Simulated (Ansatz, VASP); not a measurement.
## ZnSe in VASP and in Ansatz

Contents of INCAR:

```
SYSTEM = ZnSe
ALGO = Normal
EDIFF = 1E-6
ENCUT = 520
GGA = CA
ISIF = 2
ISMEAR = 0
LASPH = .TRUE.
LCHARG = .FALSE.
LREAL = .FALSE.
LWAVE = .FALSE.
NBANDS = 16
NELM = 100
PREC = Accurate
SIGMA = 0.05
```

KPOINTS

```
k-points
0
G
  10 10 10
  0 0 0
```

File POSCAR:

```
ZnSe
1.0
    0.0000000000      2.7880855544      2.9274898321
    2.7880855544      0.0000000000      2.9274898321
    2.7880855544      2.7880855544      0.0000000000
Zn Se
1 1
Direct
    0.0000000000      0.0000000000      0.0000000000
    0.7500000000      0.7500000000      0.7500000000
```

Input for Ansatz:

```yaml
crystal:
  lattice:
    - [0.0, 2.7880855544, 2.9274898321]
    - [2.7880855544, 0.0, 2.9274898321]
    - [2.7880855544, 2.7880855544, 0.0]
  atoms:
    - { symbol: Zn, position: [0.0, 0.0, 0.0] }
    - { symbol: Se, position: [0.75, 0.75, 0.75] }
basis:
  ecutwfc: 420
kpoints:
  mp_grid: { grid: [10, 10, 10] }
hamiltonian:
  xc: lda
scf:
  occupations: { method: gaussian, width: 0.05 }
output:
  forces: true
  stress: true
  eigenvalues: true
```

Alike in both runs: task single point; functional LDA; k mesh 10 × 10 × 10; occupations gaussian, width 0.05 eV; no spin polarisation.

|  | VASP | Ansatz |
| --- | --- | --- |
| version | VASP 6.6.1 | Ansatz 0.2.0 |
| potentials or method | VASP PAW LDA potentials, release 64 (Zn, Se), cutoff 520 eV | scalar-relativistic, plane waves, PAW |
| valence electrons in the cell | 18 | 28 |

Ansatz gave:

| Item | Value |
| --- | --- |
| gap on the k mesh at the Fermi level (eV) | 0.96 |
| least direct gap on the mesh (eV) | 0.96 |
| pressure (GPa) | -3.4 |
| traceless stress, the component that is largest in VASP (GPa) | -1.41 |

Task: Estimate VASP's values.

Result: gap on the k mesh at the Fermi level (eV): 0.99; least direct gap on the mesh (eV): 0.99; pressure (GPa): -3.1; traceless stress, the component that is largest in VASP (GPa): -1.39.

LDA's correlation is that of Perdew and Zunger in VASP and of Perdew and Wang (1992) in Ansatz. VASP's potentials hold 18 valence electrons a cell and Ansatz's 28, so a difference there can come from the potentials and not from the codes.
